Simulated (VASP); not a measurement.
Crystal: CdF2.

```
CELL_PARAMETERS angstrom
0.00000 2.69400 2.69400
2.69400 0.00000 2.69400
2.69400 2.69400 0.00000
ATOMIC_POSITIONS crystal
Cd 0.00000 0.00000 0.00000
F 0.75000 0.75000 0.75000
F 0.25000 0.25000 0.25000
```

Program: VASP 6.6.1. Alike in all runs: task single point; no spin polarisation; cell as given; cutoff (eV) 520.

Question: Order these runs on this cell by their band gap on the k mesh, lowest first.
A. level RPBE+D3(BJ); potentials or basis VASP PAW PBE potentials, release 64 (Cd, F); k mesh 9 × 9 × 9; smearing gaussian 0.05 eV
B. level LDA; potentials or basis VASP PAW LDA potentials, release 64 (Cd, F); k mesh 8 × 8 × 8; smearing gaussian 0.01 eV
C. level r2SCAN; potentials or basis VASP PAW PBE potentials, release 64 (Cd, F); k mesh 9 × 9 × 9; smearing fermi-dirac 0.05 eV
D. level PBE; potentials or basis VASP PAW PBE potentials, release 64 (Cd, F); k mesh 9 × 9 × 9; smearing fermi-dirac 0.05 eV

Answer: B (2.80 eV), D (3.10 eV), A (3.30 eV), C (3.78 eV).

A k mesh can miss the band edges, odd and even meshes differently.
